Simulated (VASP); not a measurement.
Here is a VASP 6.6.1 calculation.

Contents of INCAR:

```
PREC = Accurate
ENCUT = 520
EDIFF = 1E-7
ISMEAR = -1
SIGMA = 0.1
LREAL = F
LASPH = T
NELM = 80
ALGO = Normal
ISIF = 2
LWAVE = F
LCHARG = F
GGA = PS
NBANDS = 12
```

Contents of KPOINTS:

```
Automatic mesh
0
Gamma
  18 18 18
```

File POSCAR:

```
Y
1.0
   -1.9889093725      1.9889093725      1.9889093725
    1.9889093725     -1.9889093725      1.9889093725
    1.9889093725      1.9889093725     -1.9889093725
Y
1
Direct
    0.0000000000      0.0000000000      0.0000000000
```

Potentials or basis: VASP PAW PBE potentials, release 64 (Y_sv).

Run with:

```bash
$ cat potpaw_PBE.64/Y_sv/POTCAR > POTCAR
$ mpirun -np 1 vasp_std > vasp.out
```

Q: Predict the pressure.

A: -0.1 GPa.

Caveat: the PAW data sets were made with another functional, which shifts forces and pressure a little.
